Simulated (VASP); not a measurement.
# InP3 (R-3m) in VASP: a series of runs

InP3 is run at these levels: PBEsol; tasks: single point.

Program: VASP 6.6.1. These are calculated values, not measurements. Logs are shortened: lines on timing, memory, paths and dates and some standing lists are left out, and cuts for length are marked.

## Step 1: The cell of the first run

The structure is trigonal, space group R-3m (No. 166). The conventional cell has a = 7.430 Å, b = 7.430 Å, c = 9.838 Å, α = 90.00°, β = 90.00°, γ = 120.00°. In (site symmetry 3m) has 6 P at 2.64 to 2.87 Å within 3.5 Å. P (site symmetry m) has 2 P at 2.21 Å and 2 In at 2.64 to 2.87 Å within 2.9 Å.

## Step 2: Single point, PBEsol

Input file INCAR:

```
PREC = Accurate ; ENCUT = 520
EDIFF = 1E-6 ; ISMEAR = 0
SIGMA = 0.1 ; LREAL = F
LASPH = T ; NELM = 60
ALGO = Normal ; ISIF = 2
LWAVE = F ; LCHARG = F
GGA = PS ; NBANDS = 38
```

Input file KPOINTS:

```
regular mesh
0
Gamma
  7 7 7
```

Input file POSCAR:

```
InP3
1.0
    5.3996121304      0.0000000000      0.0000000000
    0.2877165199      5.3919412425      0.0000000000
   -0.2877165199     -0.2727731533      5.3850371558
In P
2 6
Direct
    0.7267210885      0.7267210885      0.2732789115
    0.2732789115      0.2732789115      0.7267210885
    0.7588073720      0.2052891173      0.7947108827
    0.2052891173      0.7588073720      0.7947108827
    0.2052891173      0.2052891173      0.2411926280
    0.2411926280      0.7947108827      0.2052891173
    0.7947108827      0.7947108827      0.7588073720
    0.7947108827      0.2411926280      0.2052891173
```

Potentials or basis: VASP PAW PBE potentials, release 64 (In_d, P).

Command:

```bash
> cat potpaw_PBE.64/In_d/POTCAR potpaw_PBE.64/P/POTCAR > POTCAR
> mpirun -np 1 vasp_std > vasp.out
```

OUTCAR:

```text
PREC = Accurate
   ENCUT = 520
   EDIFF = 1E-6
   ISMEAR = 0
   LREAL = F
   LASPH = T
   NELM = 60
   ISIF = 2
   GGA = PS

 ion  position               nearest neighbor table
   1  0.727  0.727  0.273-   7 2.64   8 2.64   6 2.64   7 2.87   8 2.87   6 2.87
   2  0.273  0.273  0.727-   5 2.64   4 2.64   3 2.64   5 2.87   4 2.87   3 2.87
   3  0.759  0.205  0.795-   8 2.21   7 2.21   2 2.64   2 2.87
   4  0.205  0.759  0.795-   6 2.21   7 2.21   2 2.64   2 2.87
   5  0.205  0.205  0.241-   6 2.21   8 2.21   2 2.64   2 2.87
   6  0.241  0.795  0.205-   4 2.21   5 2.21   1 2.64   1 2.87
   7  0.795  0.795  0.759-   3 2.21   4 2.21   1 2.64   1 2.87
   8  0.795  0.241  0.205-   3 2.21   5 2.21   1 2.64   1 2.87

  LATTYP: Found a trigonal (rhomboedric) cell.
 ALAT       =     5.3996121304
 COS(alpha) =     0.0532846643

  Lattice vectors:

 A1 = (  -5.3996121304,   0.0000000000,   0.0000000000)
 A2 = (  -0.2877165199,  -5.3919412425,   0.0000000000)
 A3 = (  -0.2877165199,  -0.2727731533,   5.3850371558)

Analysis of symmetry for initial positions (statically):
=====================================================================
 Subroutine PRICEL returns:
 Original cell was already a primitive cell.

 Routine SETGRP: Setting up the symmetry group for a
 trigonal (rhombohedral) supercell.

 Subroutine GETGRP returns: Found 12 space group operations
 (whereof 12 operations were pure point group operations)
 out of a pool of 12 trial point group operations.

The static configuration has the point symmetry D_3d.

Analysis of symmetry for dynamics (positions and initial velocities):
=====================================================================
 Subroutine PRICEL returns:
 Original cell was already a primitive cell.

 Routine SETGRP: Setting up the symmetry group for a
 trigonal (rhombohedral) supercell.

 Subroutine GETGRP returns: Found 12 space group operations
 (whereof 12 operations were pure point group operations)
 out of a pool of 12 trial point group operations.

The dynamic configuration has the point symmetry D_3d.

 Subroutine INISYM returns: Found 12 space group operations
 (whereof 12 operations are pure point group operations),
 and found     1 'primitive' translations

----------------------------------------------------------------------------------------

                                     Primitive cell

  volume of cell :     156.7821

  direct lattice vectors                    reciprocal lattice vectors
     5.399612130  0.000000000  0.000000000     0.185198488 -0.009882278  0.009394372
     0.287716520  5.391941242  0.000000000     0.000000000  0.185461962  0.009394372
    -0.287716520 -0.272773153  5.385037156     0.000000000  0.000000000  0.185699740

  length of vectors
     5.399612130  5.399612130  5.399612130     0.185699740  0.185699740  0.185699740

  position of ions in fractional coordinates (direct lattice)
     0.726721088  0.726721088  0.273278912
     0.273278912  0.273278912  0.726721088
     0.758807372  0.205289117  0.794710883
     0.205289117  0.758807372  0.794710883
     0.205289117  0.205289117  0.241192628
     0.241192628  0.794710883  0.205289117
     0.794710883  0.794710883  0.758807372
     0.794710883  0.241192628  0.205289117

  ion indices of the primitive-cell ions
   primitive index   ion index
                 1           1
                 2           2
                 3           3
                 4           4
                 5           5
                 6           6
                 7           7
                 8           8

----------------------------------------------------------------------------------------

 KPOINTS: regular mesh

Automatic generation of k-mesh.
 Grid dimensions read from file:
 generate k-points for:    7    7    7

 Generating k-lattice:

  Cartesian coordinates                     Fractional coordinates (reciprocal lattice)
     0.026456927 -0.001411754  0.001342053     0.142857143  0.000000000  0.000000000
     0.000000000  0.026494566  0.001342053     0.000000000  0.142857143 -0.000000000
     0.000000000  0.000000000  0.026528534     0.000000000  0.000000000  0.142857143

  Length of vectors
     0.026528534  0.026528534  0.026528534

  Shift w.r.t. Gamma in fractional coordinates (k-lattice)
     0.000000000  0.000000000  0.000000000

 Subroutine IBZKPT returns following result:
 ===========================================

 Found     44 irreducible k-points:

 Following reciprocal coordinates:
            Coordinates               Weight
  0.000000  0.000000  0.000000      1.000000
  0.142857  0.000000  0.000000      6.000000
  0.285714 -0.000000  0.000000      6.000000
  0.428571  0.000000  0.000000      6.000000
  0.142857  0.142857  0.000000      6.000000
  0.285714  0.142857  0.000000     12.000000
[... 16 lines left out ...]
 -0.285714  0.285714  0.142857     12.000000
 -0.142857  0.285714  0.142857      6.000000
 [... further k-points ...]
   k-points           NKPTS =     44   k-points in BZ     NKDIM =     44   number of bands    NBANDS=     38
   number of dos      NEDOS =    301   number of ions     NIONS =      8
   total plane-waves  NPLWV =  64000
   dimension x,y,z NGX =    40 NGY =   40 NGZ =   40
   dimension x,y,z NGXF=    80 NGYF=   80 NGZF=   80
   ions per type =               2   6
   NGX,Y,Z   is equivalent  to a cutoff of  12.32, 12.32, 12.32 a.u.
   NGXF,Y,Z  is equivalent  to a cutoff of  24.63, 24.63, 24.63 a.u.
 SYSTEM =  unknown system
   PREC   = accura    normal or accurate (medium, high low for compatibility)
   ISTART =      0    job   : 0-new  1-cont  2-samecut
   ICHARG =      2    charge: 1-file 2-atom 10-const
   ISPIN  =      1    spin polarized calculation?
   LNONCOLLINEAR =      F non collinear calculations
   LSORBIT =      F    spin-orbit coupling
   LASPH  =      T    aspherical Exc in radial PAW
   ENCUT  =  520.0 eV  38.22 Ry    6.18 a.u.  10.04 10.04 10.04*2*pi/ulx,y,z
   NELM   =     60;   NELMIN=  2; NELMDL= -5     # of ELM steps
   EDIFF  = 0.1E-05   stopping-criterion for ELM
   LREAL  =      F    real-space projection
   EDIFFG = 0.1E-04   stopping-criterion for IOM
   NSW    =      0    number of steps for IOM
   IBRION =     -1    ionic relax: 0-MD 1-quasi-New 2-CG
   NFREE  =      0    steps in history (QN), initial steepest desc. (CG)
   ISIF   =      2    stress and relaxation
   ISYM   =      2    0-nonsym 1-usesym 2-fastsym
   POTIM  = 0.5000    time-step for ionic-motion
   TEBEG  =    0.0;   TEEND  =   0.0 temperature during run
   PSTRESS=    0.0 pullay stress
   NELECT =      56.0000    total number of electrons
   NUPDOWN=      -1.0000    fix difference up-down
   EMIN   =  10.00;   EMAX   =-10.00  energy-range for DOS
   EFERMI =   0.00;   METHOD = LEGACY
   ISMEAR =     0;   SIGMA  =   0.10  broadening in eV -4-tet -1-fermi 0-gaus
   EFERMI_NEDOS =   21; number of points for ismear=-14 and -15
   IALGO  =     38    algorithm
   IMIX   =      4    mixing-type and parameters
     AMIX     =   0.40;   BMIX     =  1.00
     AMIX_MAG =   1.60;   BMIX_MAG =  1.00
  volume/ion in A,a.u.               =      19.60       132.25
  Fermi-wavevector in a.u.,A,eV,Ry     =   1.161552  2.195015 18.357026  1.349203
  Thomas-Fermi vector in A             =   2.298123
   LORBIT       =      0    0 simple, 1 ext, 2 COOP (PROOUT), +10 PAW based schemes
   GGA     = PS    functional components
   LHFCALC =     F    Hartree Fock is set to
   AEXX    =    0.0000 exact exchange contribution
   IVDW    =     0    specifies the selected vdW correction
   LEPSILON=     F    determine dielectric tensor
   LRPA    =     F    only Hartree local field effects (RPA)
 non-spin polarized calculation
 Gauss-broadening in eV      SIGMA  =   0.10
  energy-cutoff  :      520.00
  volume of cell :      156.78
 maximum number of plane-waves:      4246
   NGX = 21   NGY = 21   NGZ = 21

 number of electron      56.0000017 magnetization

 Free energy of the ion-electron system (eV)
  ---------------------------------------------------
  ext. energy  EPLUGINS =         0.00000000
  ---------------------------------------------------
  free energy    TOTEN  =       -41.33693148 eV

  energy without entropy =      -41.33101348  energy(sigma->0) =      -41.33397248

 E-fermi :   6.8509     XC(G=0): -10.3908

 val. band max:        6.8172941801   @ k =  -0.4286  -0.4286   0.2857
 cond. band min:       6.8616813955   @ k =  -0.4286  -0.4286   0.1429
 fundamental gap:      0.0443872154
 Fermi energy:         6.8508530793

 k-point     1 :       0.0000    0.0000    0.0000
  band No.  band energies     occupation
      1      -7.6248      2.00000
      2      -7.6248      2.00000
      3      -7.4830      2.00000
      4      -7.4830      2.00000
      5      -7.4291      2.00000
      6      -7.3965      2.00000
[... 30 lines left out ...]
     37      13.1017      0.00000
     38      13.9298      0.00000

 k-point     2 :       0.1429    0.0000    0.0000
  band No.  band energies     occupation
      1      -7.6386      2.00000
      2      -7.6172      2.00000
      3      -7.4875      2.00000
      4      -7.4804      2.00000
      5      -7.4121      2.00000
      6      -7.3974      2.00000
[... 30 lines left out ...]
     37      12.5442      0.00000
     38      13.2879      0.00000

 k-point     3 :       0.2857   -0.0000    0.0000
  band No.  band energies     occupation
      1      -7.6480      2.00000
      2      -7.5975      2.00000
      3      -7.5002      2.00000
      4      -7.4781      2.00000
      5      -7.4065      2.00000
      6      -7.3978      2.00000
[... 30 lines left out ...]
     37      12.1846      0.00000
     38      13.1434      0.00000

 k-point     4 :       0.4286    0.0000    0.0000
  band No.  band energies     occupation
      1      -7.6475      2.00000
      2      -7.5763      2.00000
      3      -7.5158      2.00000
      4      -7.4768      2.00000
      5      -7.4049      2.00000
      6      -7.3975      2.00000
[... 30 lines left out ...]
     37      12.4889      0.00000
     38      12.7067      0.00000
[... 703 lines left out ...]
      4      -7.4642      2.00000
      5      -7.4134      2.00000
      6      -7.3941      2.00000
[... 30 lines left out ...]
     37      11.7484      0.00000
     38      11.7793      0.00000

 k-point    23 :      -0.2857    0.2857    0.1429
  band No.  band energies     occupation
      1      -7.6478      2.00000
      2      -7.5480      2.00000
      3      -7.4891      2.00000
      4      -7.4681      2.00000
      5      -7.4107      2.00000
      6      -7.3891      2.00000
[... 30 lines left out ...]
     37      11.7470      0.00000
     38      12.1353      0.00000

 k-point    24 :      -0.1429    0.2857    0.1429
  band No.  band energies     occupation
      1      -7.6570      2.00000
      2      -7.5726      2.00000
      3      -7.4952      2.00000
      4      -7.4719      2.00000
      5      -7.4072      2.00000
      6      -7.3871      2.00000
[... 30 lines left out ...]
     37      11.6791      0.00000
     38      11.9656      0.00000

 [... further k-points ...]

------------------------ aborting loop because EDIFF is reached ----------------------------------------

  FORCE on cell =-STRESS in cart. coord.  units (eV):
  Direction    XX          YY          ZZ          XY          YZ          ZX
  --------------------------------------------------------------------------------------
  -------------------------------------------------------------------------------------
  Total       -0.0904875     -0.0842932     -0.0789937     -0.0580422      0.0523108      0.0551766
  in kB       -0.9247044     -0.8614038     -0.8072475     -0.5931416      0.5345716      0.5638571
  external PRESSURE =      -0.8644519 kB  Pullay stress =       0.0000000 kB

 VOLUME and BASIS-vectors are now :
 -----------------------------------------------------------------------------
  energy-cutoff  :      520.00
  volume of cell :      156.78
      direct lattice vectors                 reciprocal lattice vectors
     5.399612130  0.000000000  0.000000000     0.185198488 -0.009882278  0.009394372
     0.287716520  5.391941242  0.000000000     0.000000000  0.185461962  0.009394372
    -0.287716520 -0.272773153  5.385037156     0.000000000  0.000000000  0.185699740

 POSITION                                       TOTAL-FORCE (eV/Angst)
 -----------------------------------------------------------------------------------
      4.05447      3.84389      1.47162        -0.041972     -0.039793      0.037828
      1.34514      1.27527      3.91342         0.041972      0.039793     -0.037828
      3.92768      0.89013      4.27955        -0.056717     -0.022047      0.020959
      1.09815      3.87467      4.27955        -0.025038     -0.055462      0.020959
      1.09815      1.04112      1.29883        -0.025038     -0.023738      0.054331
      1.47193      4.22904      1.10549         0.056717      0.022047     -0.020959
      4.30146      4.07805      4.08621         0.025038      0.023738     -0.054331
      4.30146      1.24450      1.10549         0.025038      0.055462     -0.020959
 -----------------------------------------------------------------------------------
    total drift:                                0.000000      0.000000     -0.000000

  FREE ENERGIE OF THE ION-ELECTRON SYSTEM (eV)
  ---------------------------------------------------
  free  energy   TOTEN  =       -41.3369314783 eV

  energy  without entropy=      -41.3310134808  energy(sigma->0) =      -41.33397248
```

Run time: 4 min. Hardware: 1 thread of Intel Xeon Platinum 8259CL at 2.50GHz (Skylake/Cascade Lake), shared host; peak memory 0.36 GiB.

Results:

```
Free energy            : -41.3369 eV
Pressure               : -0.1 GPa
Largest force          : 0.069 eV/Å
Band gap on the k mesh : zero (bands 28 and 29 overlap by 0.56 eV)
```

Forces in eV/Å, atoms in the order of the input:
```
In  -0.042 -0.040  0.038
In   0.042  0.040 -0.038
P   -0.057 -0.022  0.021
P   -0.025 -0.055  0.021
P   -0.025 -0.024  0.054
P    0.057  0.022 -0.021
P    0.025  0.024 -0.054
P    0.025  0.055 -0.021
```

Caveat: semilocal functionals underestimate gaps, so a narrow gap can read as zero; the PAW data sets were made with another functional, which shifts forces and pressure a little; spin-orbit coupling is left out, which moves the levels of the heavy elements.

## Step 3: Single point, PBEsol

Input file INCAR:

```
SYSTEM = InP3
PREC = Accurate ; ENCUT = 520
EDIFF = 1E-6 ; ISMEAR = 0
SIGMA = 0.15 ; LREAL = .False.
LASPH = .True. ; NELM = 80
ALGO = Normal ; ISIF = 2
LWAVE = .False. ; LCHARG = .False.
GGA = PS ; NBANDS = 38
```

Input file KPOINTS:

```
Automatic mesh
0
Gamma
  6 6 6
  0 0 0
```

Input file POSCAR:

```
InP3
1.0
    3.7149867798      2.1448486173      3.2793762812
   -3.7149867798      2.1448486173      3.2793762812
    0.0000000000     -4.2896972347      3.2793762812
In P
2 6
Direct
    0.2732789115      0.2732789115      0.2732789115
    0.7267210885      0.7267210885      0.7267210885
    0.7947108827      0.2411926280      0.7947108827
    0.7947108827      0.7947108827      0.2411926280
    0.2411926280      0.7947108827      0.7947108827
    0.2052891173      0.7588073720      0.2052891173
    0.7588073720      0.2052891173      0.2052891173
    0.2052891173      0.2052891173      0.7588073720
```

Potentials or basis: VASP PAW PBE potentials, release 64 (In_d, P).

Command:

```bash
> cat potpaw_PBE.64/In_d/POTCAR potpaw_PBE.64/P/POTCAR > POTCAR
> mpirun -np 1 vasp_std > vasp.out
```

OUTCAR:

```text
SYSTEM = InP3
   PREC = Accurate
   ENCUT = 520
   EDIFF = 1E-6
   ISMEAR = 0
   LREAL = .False.
   LASPH = .True.
   NELM = 80
   ISIF = 2
   GGA = PS

 ion  position               nearest neighbor table
   1  0.273  0.273  0.273-   6 2.64   7 2.64   8 2.64   6 2.87   7 2.87   8 2.87
   2  0.727  0.727  0.727-   3 2.64   5 2.64   4 2.64   3 2.87   5 2.87   4 2.87
   3  0.795  0.241  0.795-   8 2.21   7 2.21   2 2.64   2 2.87
   4  0.795  0.795  0.241-   6 2.21   7 2.21   2 2.64   2 2.87
   5  0.241  0.795  0.795-   8 2.21   6 2.21   2 2.64   2 2.87
   6  0.205  0.759  0.205-   4 2.21   5 2.21   1 2.64   1 2.87
[... 1198 lines left out ...]
  Total       -0.0145074     -0.0145074     -0.0074521      0.0000000      0.0000000      0.0000000
  in kB       -0.1482526     -0.1482526     -0.0761538      0.0000000      0.0000000      0.0000000
  external PRESSURE =      -0.1242196 kB  Pullay stress =       0.0000000 kB

 VOLUME and BASIS-vectors are now :
 -----------------------------------------------------------------------------
  energy-cutoff  :      520.00
  volume of cell :      156.78
      direct lattice vectors                 reciprocal lattice vectors
     3.714986780  2.144848617  3.279376281     0.134589981  0.077705562  0.101645345
    -3.714986780  2.144848617  3.279376281    -0.134589981  0.077705562  0.101645345
     0.000000000 -4.289697235  3.279376281     0.000000000 -0.155411123  0.101645345

 POSITION                                       TOTAL-FORCE (eV/Angst)
 -----------------------------------------------------------------------------------
      0.00000     -0.00000      2.68855         0.000000     -0.000000      0.010019
      0.00000     -0.00000      7.14958         0.000000      0.000000     -0.010019
      2.05631     -1.18721      6.00327         0.010344     -0.005972      0.024711
      0.00000      2.37443      6.00327         0.000000      0.011944      0.024711
     -2.05631     -1.18721      6.00327        -0.010344     -0.005972      0.024711
     -2.05631      1.18721      3.83486        -0.010344      0.005972     -0.024711
      2.05631      1.18721      3.83486         0.010344      0.005972     -0.024711
      0.00000     -2.37443      3.83486         0.000000     -0.011944     -0.024711
 -----------------------------------------------------------------------------------
    total drift:                               -0.000000      0.000000     -0.000000

  FREE ENERGIE OF THE ION-ELECTRON SYSTEM (eV)
  ---------------------------------------------------
  free  energy   TOTEN  =       -41.3475238601 eV

  energy  without entropy=      -41.3387875275  energy(sigma->0) =      -41.34315569
```

stdout:

```text
POSCAR found type information on POSCAR InP
 POSCAR found :  2 types and       8 ions
 scaLAPACK will be used
 -----------------------------------------------------------------------------
|                                                                             |
|                                                                             |
|     You enforced a specific xc type in the INCAR file but a different       |
|     I HOPE YOU KNOW WHAT YOU ARE DOING!                                     |
|                                                                             |
 -----------------------------------------------------------------------------

 LDA part: xc-table for (Slater+PW92), standard interpolation
 POSCAR, INCAR and KPOINTS ok, starting setup
 FFT: planning ... GRIDC
 FFT: planning ... GRID_SOFT
 FFT: planning ... GRID
 WAVECAR not read
 entering main loop
```

It took 85 s on 1 thread of Intel Xeon 6975P-C (Granite Rapids), shared host; peak memory 0.32 GiB.

Results:

- Free energy: -41.3475 eV
- Pressure: 0.0 GPa
- Largest force: 0.027 eV/Å
- Band gap on the k mesh: zero (bands 28 and 29 overlap by 0.48 eV)

Forces in eV/Å, atoms in the order of the input:
```
In   0.000  0.000  0.010
In   0.000  0.000 -0.010
P    0.010 -0.006  0.025
P    0.000  0.012  0.025
P   -0.010 -0.006  0.025
P   -0.010  0.006 -0.025
P    0.010  0.006 -0.025
P    0.000 -0.012 -0.025
```

Caveat: semilocal functionals underestimate gaps, so a narrow gap can read as zero; the PAW data sets were made with another functional, which shifts forces and pressure a little; spin-orbit coupling is left out, which moves the levels of the heavy elements.
